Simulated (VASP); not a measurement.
# Pt: single point with r2SCAN

Pt:

```
Pt
1.0
     0.00000    1.97058    1.97058
     1.97058    0.00000    1.97058
     1.97058    1.97058    0.00000
Pt
1
Direct
  0.00000 0.00000 0.00000
```

```
Program                : VASP 6.6.1
Task                   : single point
Functional             : r2SCAN
Potentials or basis    : VASP PAW PBE potentials, release 64 (Pt)
Cutoff                 : 520 eV
k mesh                 : 14 × 14 × 14
Occupations            : methfessel-paxton, width 0.3 eV
Spin                   : no spin polarisation
Dipole correction      : no
Further INCAR settings : ALGO = Normal; EDIFF = 1e-07; NBANDS = 11
```

* Pressure: 0.4 GPa
* Band gap on the k mesh: zero (band 5 reaches 11.25 eV, above the bottom of band 6 at 8.92 eV)

Levels at points of the mesh, in eV from the Fermi level:
```csv
k point,band 1,band 2,band 3,band 4,band 5,band 6,band 7,band 8,band 9,band 10
"(0.00, 0.00, 0.00)",-10.31,-3.81,-3.81,-3.81,-1.69,-1.69,15.54,20.63,20.63,20.63
"(0.50, 0.00, 0.00)",-7.40,-3.90,-3.90,-0.22,0.04,0.04,6.06,15.18,19.87,19.87
"(0.50, 0.50, 0.00)",-7.11,-6.69,-0.04,0.53,0.53,1.99,9.20,11.99,11.99,21.12
```

It took 92 s on 1 thread of AMD EPYC 7R43 64-Core Processor (Zen 3) (shared host), peak memory 0.12 GiB.

Caveat: the PAW data sets were made with another functional, which shifts forces and pressure a little; spin-orbit coupling is left out, which moves the levels of the heavy elements.
